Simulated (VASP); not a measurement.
# C (Fd-3m) in VASP: single point with LDA

Aim: the single point of C with LDA.

Everything below comes from runs of VASP 6.6.1. Logs are shortened: lines on timing, memory, paths and dates and some standing lists are left out, and cuts for length are marked.

## (1) The cell of the first run

The structure is cubic, space group Fd-3m (No. 227). The conventional cell has a = 3.532 Å, b = 3.532 Å, c = 3.532 Å, α = 90.00°, β = 90.00°, γ = 90.00°. Within 2.0 Å of C (site symmetry -43m) lie 4 C at 1.53 Å.

## (2) Single point, LDA

INCAR reads:

```
SYSTEM = C
PREC = Accurate
ENCUT = 600
EDIFF = 1E-6
ISMEAR = 0
SIGMA = 0.1
LREAL = .False.
LASPH = .True.
NELM = 120
ALGO = Normal
ISIF = 2
LWAVE = .False.
LCHARG = .False.
NBANDS = 11
GGA_COMPAT = .False.
```

KPOINTS reads:

```
regular mesh
0
Gamma
  10 10 10
  0 0 0
```

POSCAR reads:

```
C
1.0
    0.0000000000      1.7660495858      1.7660495858
    1.7660495858      0.0000000000      1.7660495858
    1.7660495858      1.7660495858      0.0000000000
C
2
Direct
    0.0000000000      0.0000000000      0.0000000000
    0.2500000000      0.2500000000      0.2500000000
```

Potentials or basis: VASP PAW LDA potentials, release 64 (C).

Command:

```bash
> cat potpaw_LDA.64/C/POTCAR > POTCAR
> mpirun -np 1 vasp_std > vasp.out
```

OUTCAR:

```text
SYSTEM = C
   PREC = Accurate
   ENCUT = 600
   EDIFF = 1E-6
   ISMEAR = 0
   LREAL = .False.
   LASPH = .True.
   NELM = 120
   ISIF = 2

 ion  position               nearest neighbor table
   1  0.000  0.000  0.000-   2 1.53   2 1.53   2 1.53   2 1.53
   2  0.250  0.250  0.250-   1 1.53   1 1.53   1 1.53   1 1.53

  LATTYP: Found a face centered cubic cell.
 ALAT       =     3.5320991716

  Lattice vectors:

 A1 = (   0.0000000000,   1.7660495858,   1.7660495858)
 A2 = (   1.7660495858,   0.0000000000,   1.7660495858)
 A3 = (   1.7660495858,   1.7660495858,   0.0000000000)

Analysis of symmetry for initial positions (statically):
=====================================================================
 Subroutine PRICEL returns:
 Original cell was already a primitive cell.

 Routine SETGRP: Setting up the symmetry group for a
 face centered cubic supercell.

 Subroutine GETGRP returns: Found 48 space group operations
 (whereof 24 operations were pure point group operations)
 out of a pool of 48 trial point group operations.

The static configuration has the point symmetry T_d .
 The point group associated with its full space group is O_h .

Analysis of symmetry for dynamics (positions and initial velocities):
=====================================================================
 Subroutine PRICEL returns:
 Original cell was already a primitive cell.

 Routine SETGRP: Setting up the symmetry group for a
 face centered cubic supercell.

 Subroutine GETGRP returns: Found 48 space group operations
 (whereof 24 operations were pure point group operations)
 out of a pool of 48 trial point group operations.

The dynamic configuration has the point symmetry T_d .
 The point group associated with its full space group is O_h .

 Subroutine INISYM returns: Found 48 space group operations
 (whereof 24 operations are pure point group operations),
 and found     1 'primitive' translations

----------------------------------------------------------------------------------------

                                     Primitive cell

  volume of cell :      11.0164

  direct lattice vectors                    reciprocal lattice vectors
     0.000000000  1.766049586  1.766049586    -0.283117758  0.283117758  0.283117758
     1.766049586  0.000000000  1.766049586     0.283117758 -0.283117758  0.283117758
     1.766049586  1.766049586  0.000000000     0.283117758  0.283117758 -0.283117758

  length of vectors
     2.497571276  2.497571276  2.497571276     0.490374342  0.490374342  0.490374342

  position of ions in fractional coordinates (direct lattice)
     0.000000000  0.000000000  0.000000000
     0.250000000  0.250000000  0.250000000

  ion indices of the primitive-cell ions
   primitive index   ion index
                 1           1
                 2           2

----------------------------------------------------------------------------------------

 KPOINTS: regular mesh

Automatic generation of k-mesh.
 Grid dimensions read from file:
 generate k-points for:   10   10   10

 Generating k-lattice:

  Cartesian coordinates                     Fractional coordinates (reciprocal lattice)
    -0.028311776  0.028311776  0.028311776     0.100000000  0.000000000  0.000000000
     0.028311776 -0.028311776  0.028311776     0.000000000  0.100000000  0.000000000
     0.028311776  0.028311776 -0.028311776     0.000000000  0.000000000  0.100000000

  Length of vectors
     0.049037434  0.049037434  0.049037434

  Shift w.r.t. Gamma in fractional coordinates (k-lattice)
     0.000000000  0.000000000  0.000000000

 Subroutine IBZKPT returns following result:
 ===========================================

 Found     47 irreducible k-points:

 Following reciprocal coordinates:
            Coordinates               Weight
  0.000000  0.000000  0.000000      1.000000
  0.100000  0.000000  0.000000      8.000000
  0.200000  0.000000  0.000000      8.000000
  0.300000  0.000000  0.000000      8.000000
  0.400000  0.000000  0.000000      8.000000
  0.500000  0.000000  0.000000      4.000000
[... 16 lines left out ...]
  0.300000  0.300000  0.000000      6.000000
  0.400000  0.300000  0.000000     24.000000
 [... further k-points ...]
   k-points           NKPTS =     47   k-points in BZ     NKDIM =     47   number of bands    NBANDS=     11
   number of dos      NEDOS =    301   number of ions     NIONS =      2
   total plane-waves  NPLWV =   8000
   dimension x,y,z NGX =    20 NGY =   20 NGZ =   20
   dimension x,y,z NGXF=    40 NGYF=   40 NGZF=   40
   ions per type =               2
   NGX,Y,Z   is equivalent  to a cutoff of  13.31, 13.31, 13.31 a.u.
   NGXF,Y,Z  is equivalent  to a cutoff of  26.63, 26.63, 26.63 a.u.
 SYSTEM =  C
   PREC   = accura    normal or accurate (medium, high low for compatibility)
   ISTART =      0    job   : 0-new  1-cont  2-samecut
   ICHARG =      2    charge: 1-file 2-atom 10-const
   ISPIN  =      1    spin polarized calculation?
   LNONCOLLINEAR =      F non collinear calculations
   LSORBIT =      F    spin-orbit coupling
   LASPH  =      T    aspherical Exc in radial PAW
   ENCUT  =  600.0 eV  44.10 Ry    6.64 a.u.   4.99  4.99  4.99*2*pi/ulx,y,z
   NELM   =    120;   NELMIN=  2; NELMDL= -5     # of ELM steps
   EDIFF  = 0.1E-05   stopping-criterion for ELM
   LREAL  =      F    real-space projection
   EDIFFG = 0.1E-04   stopping-criterion for IOM
   NSW    =      0    number of steps for IOM
   IBRION =     -1    ionic relax: 0-MD 1-quasi-New 2-CG
   NFREE  =      0    steps in history (QN), initial steepest desc. (CG)
   ISIF   =      2    stress and relaxation
   ISYM   =      2    0-nonsym 1-usesym 2-fastsym
   POTIM  = 0.5000    time-step for ionic-motion
   TEBEG  =    0.0;   TEEND  =   0.0 temperature during run
   PSTRESS=    0.0 pullay stress
   NELECT =       8.0000    total number of electrons
   NUPDOWN=      -1.0000    fix difference up-down
   EMIN   =  10.00;   EMAX   =-10.00  energy-range for DOS
   EFERMI =   0.00;   METHOD = LEGACY
   ISMEAR =     0;   SIGMA  =   0.10  broadening in eV -4-tet -1-fermi 0-gaus
   EFERMI_NEDOS =   21; number of points for ismear=-14 and -15
   IALGO  =     38    algorithm
   IMIX   =      4    mixing-type and parameters
     AMIX     =   0.40;   BMIX     =  1.00
     AMIX_MAG =   1.60;   BMIX_MAG =  1.00
  volume/ion in A,a.u.               =       5.51        37.17
  Fermi-wavevector in a.u.,A,eV,Ry     =   1.471494  2.780721 29.460636  2.165296
  Thomas-Fermi vector in A             =   2.586623
   LORBIT       =      0    0 simple, 1 ext, 2 COOP (PROOUT), +10 PAW based schemes
   GGA     = CA    functional components
   LHFCALC =     F    Hartree Fock is set to
   AEXX    =    0.0000 exact exchange contribution
   IVDW    =     0    specifies the selected vdW correction
   LEPSILON=     F    determine dielectric tensor
   LRPA    =     F    only Hartree local field effects (RPA)
 non-spin polarized calculation
 Gauss-broadening in eV      SIGMA  =   0.10
  energy-cutoff  :      600.00
  volume of cell :       11.02
 maximum number of plane-waves:       377
   NGX =  9   NGY =  9   NGZ =  9

 number of electron       7.9999998 magnetization

 Free energy of the ion-electron system (eV)
  ---------------------------------------------------
  ext. energy  EPLUGINS =         0.00000000
  ---------------------------------------------------
  free energy    TOTEN  =       -20.25196551 eV

  energy without entropy =      -20.25196551  energy(sigma->0) =      -20.25196551

 E-fermi :  10.7408     XC(G=0): -13.6417

 val. band max:       10.1550724416   @ k =   0.0000   0.0000   0.0000
 cond. band min:      14.3582739604   @ k =   0.4000   0.4000   0.0000
 fundamental gap:      4.2032015187
 Fermi energy:        10.7407790654

 k-point     1 :       0.0000    0.0000    0.0000
  band No.  band energies     occupation
      1     -11.5568      2.00000
      2      10.1551      2.00000
      3      10.1551      2.00000
      4      10.1551      2.00000
      5      15.7804      0.00000
      6      15.7804      0.00000
      7      15.7804      0.00000
      8      24.3856      0.00000
      9      29.5479      0.00000
     10      37.1165      0.00000
     11      37.1165      0.00000

 k-point     2 :       0.1000    0.0000    0.0000
  band No.  band energies     occupation
      1     -11.2750      2.00000
      2       8.4591      2.00000
      3       9.6952      2.00000
      4       9.6952      2.00000
      5      16.3824      0.00000
      6      16.3824      0.00000
      7      16.7782      0.00000
      8      24.5406      0.00000
      9      29.9809      0.00000
     10      34.3744      0.00000
     11      34.3744      0.00000

 k-point     3 :       0.2000    0.0000    0.0000
  band No.  band energies     occupation
      1     -10.4335      2.00000
      2       5.2154      2.00000
      3       8.7971      2.00000
      4       8.7971      2.00000
      5      17.5343      0.00000
      6      17.5343      0.00000
      7      18.1280      0.00000
      8      24.9614      0.00000
      9      30.7308      0.00000
     10      32.8163      0.00000
     11      32.8163      0.00000
[... 267 lines left out ...]
 k-point    23 :       0.3000    0.3000    0.0000
  band No.  band energies     occupation
      1      -8.2213      2.00000
      2       4.1447      2.00000
      3       5.1330      2.00000
      4       5.1330      2.00000
      5      14.4359      0.00000
      6      18.8831      0.00000
      7      23.4415      0.00000
      8      23.4415      0.00000
      9      31.4948      0.00000
     10      33.0601      0.00000
     11      41.4122      0.00000

 k-point    24 :       0.4000    0.3000    0.0000
  band No.  band energies     occupation
      1      -6.8739      2.00000
      2       2.1294      2.00000
      3       4.0184      2.00000
      4       4.6512      2.00000
      5      14.9941      0.00000
      6      18.2022      0.00000
      7      24.4422      0.00000
      8      24.5492      0.00000
      9      32.3011      0.00000
     10      33.1376      0.00000
     11      41.2922      0.00000

 [... further k-points ...]

------------------------ aborting loop because EDIFF is reached ----------------------------------------

  FORCE on cell =-STRESS in cart. coord.  units (eV):
  Direction    XX          YY          ZZ          XY          YZ          ZX
  --------------------------------------------------------------------------------------
  -------------------------------------------------------------------------------------
  Total        0.0476279      0.0476279      0.0476279      0.0000000     -0.0000000      0.0000000
  in kB        6.9268054      6.9268054      6.9268054      0.0000000     -0.0000000      0.0000000
  external PRESSURE =       6.9268054 kB  Pullay stress =       0.0000000 kB

 VOLUME and BASIS-vectors are now :
 -----------------------------------------------------------------------------
  energy-cutoff  :      600.00
  volume of cell :       11.02
      direct lattice vectors                 reciprocal lattice vectors
     0.000000000  1.766049586  1.766049586    -0.283117758  0.283117758  0.283117758
     1.766049586  0.000000000  1.766049586     0.283117758 -0.283117758  0.283117758
     1.766049586  1.766049586  0.000000000     0.283117758  0.283117758 -0.283117758

 POSITION                                       TOTAL-FORCE (eV/Angst)
 -----------------------------------------------------------------------------------
      0.00000      0.00000      0.00000         0.000000      0.000000      0.000000
      0.88302      0.88302      0.88302        -0.000000     -0.000000     -0.000000
 -----------------------------------------------------------------------------------
    total drift:                                0.000000      0.000000      0.000000

  FREE ENERGIE OF THE ION-ELECTRON SYSTEM (eV)
  ---------------------------------------------------
  free  energy   TOTEN  =       -20.2519655069 eV

  energy  without entropy=      -20.2519655069  energy(sigma->0) =      -20.25196551
```

Wall time 6.3 s (1 thread of Intel Xeon 8259CL, shared host); peak memory 0.11 GiB.

Results:

```yaml
Free_energy: -20.2520 eV
Pressure: 0.7 GPa
Band_gap_on_the_k_mesh: 4.20 eV (least direct gap 5.63 eV)
```
